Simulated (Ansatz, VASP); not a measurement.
**SnSe2: VASP beside Ansatz**

```
Sn Se
1.0
     1.94078    1.10406    6.33509
    -1.94078    1.10406    6.33509
     0.00000   -2.20812    6.33509
Sn Se
1 2
Cartesian
  0.0000 0.0000 0.0000
  0.0000 0.0011 4.7699
  0.0000 -0.0011 14.2354
```

Change from the starting cell: uniaxial_x strain +1.5%.

Alike in both runs: task single point; functional r2SCAN; k mesh 8 × 8 × 8; no spin polarisation.

|  | VASP | Ansatz |
| --- | --- | --- |
| version | VASP 6.6.1 | Ansatz 0.2.0 |
| potentials or method | VASP PAW PBE potentials, release 64 (Sn_d, Se) | plane waves, PAW |
| plane-wave cutoff (eV) | 520 | 500 |
| occupations | gaussian, width 0.01 eV | fixed |
| valence electrons in the cell | 26 | 46 |

|  | VASP | Ansatz | Ansatz less VASP |
| --- | --- | --- | --- |
| gap on the k mesh at the Fermi level (eV) | 0.51 | 0.51 | -0.001 |
| pressure (GPa) | 0.2 | 0.2 | -0.05 |
| traceless stress, the component that is largest in VASP (GPa) | -0.83 | -0.84 | -0.001 |
| rms of the force components (eV/Å) | 0.009 | 0.015 | +0.0058 |

VASP's potentials were made for PBE, not for r2SCAN. Atom by atom the forces differ by 0.006 eV/Å (rms over components). VASP's potentials hold 26 valence electrons a cell and Ansatz's 46, so a difference there can come from the potentials and not from the codes.
